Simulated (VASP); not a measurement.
Runs of VASP 6.6.1 on CdS. The structure is that of space group P6_3/mmc (No. 194), or close to it. The cells are those of the table. 

| level | cell | gap on the mesh (eV) | pressure (GPa) |
| --- | --- | --- | --- |
| PBE | a = 4.342, b = 4.342, c = 5.712 Å, angles 90.0, 90.0, 120.0°, 4 atoms | (a) | 4.5 |
| r2SCAN | a = 4.364, b = 4.364, c = 5.690 Å, angles 90.0, 90.0, 120.0°, 4 atoms | 1.49 | (b) |
| r2SCAN | a = 4.452, b = 4.452, c = 5.805 Å, angles 90.0, 90.0, 120.0°, 4 atoms | 1.43 | (c) |
| r2SCAN | a = 4.495, b = 4.495, c = 5.861 Å, angles 90.0, 90.0, 120.0°, 4 atoms | 1.37 | -3.1 |
| PBE | a = 4.388, b = 4.388, c = 5.772 Å, angles 90.0, 90.0, 120.0°, 4 atoms | 1.05 | 2.2 |
| PBE | a = 4.519, b = 4.519, c = 5.945 Å, angles 90.0, 90.0, 120.0°, 4 atoms | (d) | -2.7 |
| r2SCAN | a = 4.409, b = 4.409, c = 5.748 Å, angles 90.0, 90.0, 120.0°, 4 atoms | 1.46 | 0.4 |
| PBE | a = 4.432, b = 4.432, c = 5.831 Å, angles 90.0, 90.0, 120.0°, 4 atoms | 1.02 | 0.3 |

Alike in all rows: task single point; potentials or basis VASP PAW PBE potentials, release 64 (Cd, S); no spin polarisation; k mesh 6 × 6 × 4; cutoff (eV) 520; smearing gaussian 0.01 eV.

Problem. Fill in the values left out.

Solution. (a) 1.09; (b) 2.6; (c) -1.5; (d) 0.82.

Caveats: the PAW data sets were made with another functional, which shifts forces and pressure a little (at least some runs); the cell stands under pressure (at least some runs); the cell stands under tension (at least some runs).

A k mesh can miss the band edges, and the runs leave out spin-orbit coupling on Cd.
